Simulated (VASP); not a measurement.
# FePt (Pm-3m) in VASP: a series of runs

Runs on FePt. Level: r2SCAN. Tasks: single point.

Everything below comes from runs of VASP 6.6.1. Logs are shortened: lines on timing, memory, paths and dates and some standing lists are left out, and cuts for length are marked.

### Step 1. The cell of the first run

Symmetry: Pm-3m, No. 221, cubic system. Conventional cell: a = 3.001 Å, b = 3.001 Å, c = 3.001 Å, α = 90.00°, β = 90.00°, γ = 90.00°. Fe (site symmetry m-3m) has 8 Pt at 2.60 Å and 6 Fe at 3.00 Å within 3.4 Å. Within 3.4 Å of Pt (site symmetry m-3m) lie 8 Fe at 2.60 Å and 6 Pt at 3.00 Å.

### Step 2. Single point, r2SCAN, collinear spin, ferromagnetic start

The input, POSCAR:

```
FePt
1.0
    3.0007926688      0.0000000000      0.0000000000
    0.0000000000      3.0007926688      0.0000000000
    0.0000000000      0.0000000000      3.0007926688
Fe Pt
1 1
Direct
    0.5000000000      0.5000000000      0.5000000000
    0.0000000000      0.0000000000      0.0000000000
```

The input, INCAR.step1:

```
SYSTEM = FePt
PREC = Accurate
ENCUT = 520
ISMEAR = 0
SIGMA = 0.1
LREAL = .FALSE.
LASPH = .TRUE.
NELM = 150
ISPIN = 2
MAGMOM = 4 0
LMAXMIX = 4
NBANDS = 20
GGA = PE
ALGO = Normal
EDIFF = 1E-4
LWAVE = .TRUE.
LCHARG = .FALSE.
```

The input, INCAR.step2:

```
SYSTEM = FePt
PREC = Accurate
ENCUT = 520
EDIFF = 1E-6
ISMEAR = 0
SIGMA = 0.1
LREAL = .FALSE.
LASPH = .TRUE.
NELM = 150
ALGO = Normal
ISIF = 2
LWAVE = .FALSE.
LCHARG = .FALSE.
ISPIN = 2
MAGMOM = 4 0
LORBIT = 11
LMAXMIX = 4
METAGGA = R2SCAN
LMIXTAU = .TRUE.
NBANDS = 20
ISTART = 1
```

The input, KPOINTS:

```
regular mesh
0
G
  6 6 6
  0 0 0
```

Potentials or basis: VASP PAW PBE potentials, release 64 (Fe, Pt).

Started as:

```console
> cat potpaw_PBE.64/Fe/POTCAR potpaw_PBE.64/Pt/POTCAR > POTCAR
> cp INCAR.step1 INCAR
> mpirun -np 1 vasp_std > vasp.out
> cp INCAR.step2 INCAR
> mpirun -np 1 vasp_std > vasp.out
```

OUTCAR:

```text
SYSTEM = FePt
   PREC = Accurate
   ENCUT = 520
   EDIFF = 1E-6
   ISMEAR = 0
   LREAL = .FALSE.
   LASPH = .TRUE.
   NELM = 150
   ISIF = 2
   ISPIN = 2
   LORBIT = 11
   METAGGA = R2SCAN
   ISTART = 1

 ion  position               nearest neighbor table
   1  0.500  0.500  0.500-   2 2.60   2 2.60   2 2.60   2 2.60   2 2.60   2 2.60   2 2.60   2 2.60

   2  0.000  0.000  0.000-   1 2.60   1 2.60   1 2.60   1 2.60   1 2.60   1 2.60   1 2.60   1 2.60

  LATTYP: Found a simple cubic cell.
 ALAT       =     3.0007926688

  Lattice vectors:

 A1 = (   3.0007926688,   0.0000000000,   0.0000000000)
 A2 = (   0.0000000000,   3.0007926688,   0.0000000000)
 A3 = (   0.0000000000,   0.0000000000,   3.0007926688)

Analysis of symmetry for initial positions (statically):
=====================================================================
 Subroutine PRICEL returns:
 Original cell was already a primitive cell.

 Routine SETGRP: Setting up the symmetry group for a
 simple cubic supercell.

 Subroutine GETGRP returns: Found 48 space group operations
 (whereof 48 operations were pure point group operations)
 out of a pool of 48 trial point group operations.

The static configuration has the point symmetry O_h .

Analysis of symmetry for dynamics (positions and initial velocities):
=====================================================================
 Subroutine PRICEL returns:
 Original cell was already a primitive cell.

 Routine SETGRP: Setting up the symmetry group for a
 simple cubic supercell.

 Subroutine GETGRP returns: Found 48 space group operations
 (whereof 48 operations were pure point group operations)
 out of a pool of 48 trial point group operations.

The dynamic configuration has the point symmetry O_h .

Analysis of structural, dynamic, and magnetic symmetry:
=====================================================================
 Subroutine PRICEL returns:
 Original cell was already a primitive cell.

 Routine SETGRP: Setting up the symmetry group for a
 simple cubic supercell.

 Subroutine GETGRP returns: Found 48 space group operations
 (whereof 48 operations were pure point group operations)
 out of a pool of 48 trial point group operations.

The overall configuration has the point symmetry O_h .

 Subroutine INISYM returns: Found 48 space group operations
 (whereof 48 operations are pure point group operations),
 and found     1 'primitive' translations

[... 110 lines left out ...]
  volume/ion in A,a.u.               =      13.51        91.17
  Fermi-wavevector in a.u.,A,eV,Ry     =   1.429760  2.701854 27.813198  2.044212
  Thomas-Fermi vector in A             =   2.549678
   LORBIT       =     11    0 simple, 1 ext, 2 COOP (PROOUT), +10 PAW based schemes
   METAGGA = R2SCAN    functional components
   LHFCALC =     F    Hartree Fock is set to
   AEXX    =    0.0000 exact exchange contribution
   IVDW    =     0    specifies the selected vdW correction
   LEPSILON=     F    determine dielectric tensor
   LRPA    =     F    only Hartree local field effects (RPA)
 spin polarized calculation
 Gauss-broadening in eV      SIGMA  =   0.10
  energy-cutoff  :      520.00
  volume of cell :       27.02
 maximum number of plane-waves:       739
 NGX is ok and might be reduce to    24
   NGX = 11   NGY = 11   NGZ = 11

 number of electron      18.0000008 magnetization       3.6560599

 Free energy of the ion-electron system (eV)
  ---------------------------------------------------
  ext. energy  EPLUGINS =         0.00000000
  ---------------------------------------------------
  free energy    TOTEN  =       -66.18293987 eV

  energy without entropy =      -66.16766272  energy(sigma->0) =      -66.17530130

 E-fermi :   9.2552     XC(G=0): -14.3082

 val. band max:        9.2487686285   @ k =   0.3333   0.0000   0.0000
 cond. band min:       9.2614993869   @ k =   0.3333   0.1667   0.1667
 fundamental gap:      0.0127307584
 Fermi energy:         9.2552228267

 spin component 1

 k-point     1 :       0.0000    0.0000    0.0000
  band No.  band energies     occupation
      1      -1.2368      1.00000
      2       2.0828      1.00000
      3       2.0829      1.00000
      4       4.8512      1.00000
      5       4.8512      1.00000
      6       4.8512      1.00000
[... 436 lines left out ...]
      6       4.4941      1.00000
[... 12 lines left out ...]
     19      40.4401      0.00000
     20      40.4401      0.00000
 Fermi energy:         9.2552228267

 spin component 2

 k-point     1 :       0.0000    0.0000    0.0000
  band No.  band energies     occupation
      1      -1.2247      1.00000
      2       3.1108      1.00000
      3       3.1108      1.00000
      4       6.4585      1.00000
      5       6.4586      1.00000
      6       6.4586      1.00000
[... 449 lines left out ...]
     19      40.8325      0.00000
     20      40.8327      0.00000

------------------------ aborting loop because EDIFF is reached ----------------------------------------

  FORCE on cell =-STRESS in cart. coord.  units (eV):
  Direction    XX          YY          ZZ          XY          YZ          ZX
  --------------------------------------------------------------------------------------
  -------------------------------------------------------------------------------------
  Total        2.0168242      2.0168242      2.0168242      0.0000000      0.0000000     -0.0000000
  in kB      119.5833333    119.5833333    119.5833333      0.0000000      0.0000000     -0.0000000
  external PRESSURE =     119.5833333 kB  Pullay stress =       0.0000000 kB

 VOLUME and BASIS-vectors are now :
 -----------------------------------------------------------------------------
  energy-cutoff  :      520.00
  volume of cell :       27.02
      direct lattice vectors                 reciprocal lattice vectors
     3.000792669  0.000000000  0.000000000     0.333245282  0.000000000  0.000000000
     0.000000000  3.000792669  0.000000000     0.000000000  0.333245282  0.000000000
     0.000000000  0.000000000  3.000792669     0.000000000  0.000000000  0.333245282

 POSITION                                       TOTAL-FORCE (eV/Angst)
 -----------------------------------------------------------------------------------
      1.50040      1.50040      1.50040         0.000000      0.000000      0.000000
      0.00000      0.00000      0.00000         0.000000      0.000000      0.000000
 -----------------------------------------------------------------------------------
    total drift:                                0.000000      0.000000     -0.000000

  FREE ENERGIE OF THE ION-ELECTRON SYSTEM (eV)
  ---------------------------------------------------
  free  energy   TOTEN  =       -66.1829398719 eV

  energy  without entropy=      -66.1676627187  energy(sigma->0) =      -66.17530130

 total charge

# of ion       s       p       d       tot
------------------------------------------
    1        0.441   0.522   6.066   7.029
    2        0.713   0.660   8.117   9.490
--------------------------------------------------
tot          1.154   1.182  14.182  16.519

 magnetization (x)

# of ion       s       p       d       tot
------------------------------------------
    1        0.031   0.015   3.227   3.273
    2       -0.040  -0.059   0.440   0.341
--------------------------------------------------
tot         -0.009  -0.043   3.666   3.614
```

OSZICAR.step1:

```text
N       E                     dE             d eps       ncg     rms          rms(c)
DAV:   1     0.992597139078E+02    0.99260E+02   -0.83922E+03  1656   0.102E+03
DAV:   2    -0.118441340853E+02   -0.11110E+03   -0.97591E+02  1632   0.223E+02
DAV:   3    -0.158780252129E+02   -0.40339E+01   -0.39361E+01  1844   0.483E+01
DAV:   4    -0.159233399581E+02   -0.45315E-01   -0.45287E-01  1800   0.441E+00
DAV:   5    -0.159244110477E+02   -0.10711E-02   -0.10710E-02  1892   0.728E-01    0.183E+01
DAV:   6    -0.185188875212E+02   -0.25945E+01   -0.16345E+01  1768   0.730E+01    0.310E+01
DAV:   7    -0.144484902715E+02    0.40704E+01   -0.73333E+00  1980   0.641E+01    0.819E+00
DAV:   8    -0.144186984491E+02    0.29792E-01   -0.38389E-01  2028   0.786E+00    0.360E+00
DAV:   9    -0.143969017885E+02    0.21797E-01   -0.24949E-02  2252   0.211E+00    0.173E+00
DAV:  10    -0.143919331056E+02    0.49687E-02   -0.16360E-02  2372   0.189E+00    0.672E-01
DAV:  11    -0.143909472823E+02    0.98582E-03   -0.27327E-03  2196   0.800E-01    0.263E-01
DAV:  12    -0.143910639017E+02   -0.11662E-03   -0.32559E-04  1648   0.277E-01    0.857E-02
DAV:  13    -0.143910553033E+02    0.85983E-05   -0.43831E-05   920   0.114E-01
   1 F= -.14391055E+02 E0= -.14383664E+02  d E =-.147817E-01  mag=     3.4100
```

It took 2.2 min on 1 thread of AMD EPYC 7R13, shared host; peak memory 0.14 GiB.

Results:

```yaml
Free_energy: -66.1829 eV
Pressure: 12.0 GPa
Net_moment: 3.66 μB per cell
Site_moments: Fe +3.27; Pt +0.34 μB
Valence_electrons_inside_the_program's_atomic_spheres: Fe 7.03; Pt 9.49
```

Levels at points of the mesh, in eV from the Fermi level:
Spin up:
```tsv
k point	band 7	band 8	band 9	band 10	band 11	band 12	band 13	band 14	band 15	band 16
(0.00, 0.00, 0.00)	-2.92	-2.92	-1.15	-1.15	-1.15	7.96	7.96	7.96	16.00	16.40
(0.50, 0.00, 0.00)	-3.80	-3.80	-3.38	-2.31	-2.18	-0.15	13.43	15.02	15.02	15.92
(0.50, 0.50, 0.00)	-2.42	-1.14	-0.97	-0.97	-0.62	-0.62	4.54	8.01	14.99	14.99
(0.50, 0.50, 0.50)	-3.42	-3.42	-1.06	-1.06	6.71	6.83	6.83	6.83	6.84	9.99
```
Spin down:
```csv
k point,band 4,band 5,band 6,band 7,band 8,band 9,band 10,band 11
"(0.00, 0.00, 0.00)",-2.80,-2.80,-2.80,1.18,1.18,1.47,1.47,1.47
"(0.50, 0.00, 0.00)",-3.46,-3.46,-1.89,-0.49,-0.48,-0.48,0.19,0.35
"(0.50, 0.50, 0.00)",-4.36,-0.72,-0.55,-0.55,-0.46,1.44,1.84,1.84
"(0.50, 0.50, 0.50)",-2.16,-2.16,-2.16,-0.63,-0.63,2.14,2.14,6.81
```

Caveat: the cell stands under pressure; the PAW data sets were made with another functional, which shifts forces and pressure a little; spin-orbit coupling is left out, which moves the levels of the heavy elements.

### Step 3. Single point, r2SCAN, collinear spin, ferromagnetic start

This run uses another cell than the first one, of 14.20 Å³/atom.

The input, POSCAR:

```
FePt
1.0
    3.0510461187      0.0000000000      0.0000000000
    0.0000000000      3.0510461187      0.0000000000
    0.0000000000      0.0000000000      3.0510461187
Fe Pt
1 1
Direct
    0.5000000000      0.5000000000      0.5000000000
    0.0000000000      0.0000000000      0.0000000000
```

The input, INCAR.step1:

```
SYSTEM = FePt
ALGO = Normal ; EDIFF = 1E-4
ENCUT = 520 ; GGA = PE
ISMEAR = 0 ; ISPIN = 2
LASPH = .TRUE. ; LCHARG = .FALSE.
LMAXMIX = 4 ; LREAL = .FALSE.
LWAVE = .TRUE. ; MAGMOM = 3.7 0.45
NBANDS = 20 ; NELM = 150
PREC = Accurate ; SIGMA = 0.1
```

The input, INCAR.step2:

```
SYSTEM = FePt
ALGO = Normal ; EDIFF = 1E-6
ENCUT = 520 ; ISIF = 2
ISMEAR = 0 ; ISPIN = 2
ISTART = 1 ; LASPH = .TRUE.
LCHARG = .FALSE. ; LMAXMIX = 4
LMIXTAU = .TRUE. ; LORBIT = 11
LREAL = .FALSE. ; LWAVE = .FALSE.
MAGMOM = 3.7 0.45 ; METAGGA = R2SCAN
NBANDS = 20 ; NELM = 150
PREC = Accurate ; SIGMA = 0.1
```

The input, KPOINTS:

```
k-points
0
G
  14 14 14
  0 0 0
```

Potentials or basis: VASP PAW PBE potentials, release 64 (Fe, Pt).

Started as:

```console
> cat potpaw_PBE.64/Fe/POTCAR potpaw_PBE.64/Pt/POTCAR > POTCAR
> cp INCAR.step1 INCAR
> mpirun -np 1 vasp_std > vasp.out
> cp INCAR.step2 INCAR
> mpirun -np 1 vasp_std > vasp.out
```

Run time: 11 min. Hardware: 1 thread of AMD EPYC 7R13, shared host; peak memory 0.21 GiB.

It converged, with:

* Free energy: -66.2304 eV
* Pressure: -0.1 GPa
* Net moment: 3.63 μB per cell
* Site moments: Fe +3.29; Pt +0.31 μB
* Valence electrons inside the program's atomic spheres: Fe 6.93; Pt 9.38

Levels at points of the mesh, in eV from the Fermi level:
Spin up:
| k point | band 7 | band 8 | band 9 | band 10 | band 11 | band 12 | band 13 | band 14 | band 15 | band 16 |
| --- | --- | --- | --- | --- | --- | --- | --- | --- | --- | --- |
| (0.00, 0.00, 0.00) | -2.92 | -2.92 | -1.24 | -1.24 | -1.24 | 7.70 | 7.70 | 7.70 | 15.05 | 15.82 |
| (0.50, 0.00, 0.00) | -3.64 | -3.64 | -3.38 | -2.26 | -2.26 | -0.26 | 13.16 | 14.49 | 14.49 | 15.48 |
| (0.50, 0.50, 0.00) | -2.42 | -1.18 | -1.09 | -1.09 | -0.57 | -0.57 | 4.12 | 7.44 | 14.75 | 14.75 |
| (0.50, 0.50, 0.50) | -3.47 | -3.47 | -1.10 | -1.10 | 6.21 | 6.46 | 6.54 | 6.54 | 6.54 | 9.51 |
Spin down:
```tsv
k point	band 4	band 5	band 6	band 7	band 8	band 9	band 10	band 11
(0.00, 0.00, 0.00)	-2.69	-2.69	-2.69	1.19	1.19	1.36	1.36	1.36
(0.50, 0.00, 0.00)	-3.33	-3.33	-1.87	-0.43	-0.43	-0.31	0.04	0.35
(0.50, 0.50, 0.00)	-4.13	-0.79	-0.52	-0.52	-0.49	1.44	1.70	1.70
(0.50, 0.50, 0.50)	-2.02	-2.02	-2.02	-0.71	-0.71	2.11	2.11	6.27
```

Caveat: the PAW data sets were made with another functional, which shifts forces and pressure a little; spin-orbit coupling is left out, which moves the levels of the heavy elements.
